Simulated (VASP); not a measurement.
Write the native input for VASP 6.6.1 that does the following.

```yaml
Task: G0W0 quasiparticle levels
Functional: r2SCAN
Potentials_or_basis: VASP PAW PBE potentials, release 64 (C_GW)
Cutoff: 500 eV
k_mesh: 4 × 4 × 4
Occupations: gaussian, width 0.01 eV
Spin: no spin polarisation
Dipole_correction: no
GW_scheme: G0W0
GW_iterations: 1
Cutoff_of_the_response_function: 113.3
Frequency_points: 48
Empty_bands: 53
Further_INCAR_settings: ALGO = EVGW0; EDIFF = 1e-08; NBANDS = 57
```

The system is C.

```
C
1.0
     0.00000    1.78350    1.78350
     1.78350    0.00000    1.78350
     1.78350    1.78350    0.00000
C
2
Direct
  0.00000 0.00000 0.00000
  0.25000 0.25000 0.25000
```

One way to write it, as run:

POSCAR

```
C
1.0
    0.0000000000      1.7835000000      1.7835000000
    1.7835000000      0.0000000000      1.7835000000
    1.7835000000      1.7835000000      0.0000000000
C
2
Direct
    0.0000000000      0.0000000000      0.0000000000
    0.2500000000      0.2500000000      0.2500000000
```

INCAR.step1

```
PREC = Accurate
ENCUT = 500
EDIFF = 1E-8
ISMEAR = 0
SIGMA = 0.01
LREAL = False
LASPH = True
NELM = 60
ALGO = Normal
LWAVE = True
LCHARG = False
METAGGA = R2SCAN
LMIXTAU = True
```

INCAR.step2

```
PREC = Accurate
ENCUT = 500
EDIFF = 1E-8
ISMEAR = 0
SIGMA = 0.01
LREAL = False
LASPH = True
NELM = 1
ALGO = Exact
LWAVE = True
LCHARG = False
METAGGA = R2SCAN
LMIXTAU = True
NBANDS = 57
LOPTICS = True
ISTART = 1
```

INCAR.step3

```
PREC = Accurate
ENCUT = 500
EDIFF = 1E-8
ISMEAR = 0
SIGMA = 0.01
LREAL = False
LASPH = True
ALGO = EVGW0
LWAVE = False
LCHARG = False
METAGGA = R2SCAN
LMIXTAU = True
NELMGW = 1
NBANDS = 57
ENCUTGW = 113.3
NOMEGA = 48
PRECFOCK = Fast
ISTART = 1
NBANDSGW = 12
```

KPOINTS

```
regular mesh
0
Gamma
  4 4 4
```

Potentials or basis: VASP PAW PBE potentials, release 64 (C_GW).

Run with:

```console
$ cat potpaw_PBE.64/C_GW/POTCAR > POTCAR
$ cp INCAR.step1 INCAR
$ mpirun -np 1 vasp_std > vasp.out
$ cp INCAR.step2 INCAR
$ mpirun -np 1 vasp_std > vasp.out
$ cp INCAR.step3 INCAR
$ mpirun -np 1 vasp_std > vasp.out
```

Results of the run:

```
Quasiparticle gap                                   : 5.79 eV
Least direct quasiparticle gap                      : 7.27 eV
Band gap of the starting levels on the mesh         : 4.62 eV
Least direct gap of the starting levels on the mesh : 5.83 eV
```

Caveat: the k points lie up to 0.76 Å⁻¹ apart; bands, screening cutoff and mesh are small and nothing is extrapolated, so the quasiparticle values aren't converged.

Run time: 14 s on 1 thread of Intel(R) Xeon(R) 6975P-C (Granite Rapids), with other jobs on the host, peak memory 0.13 GiB.
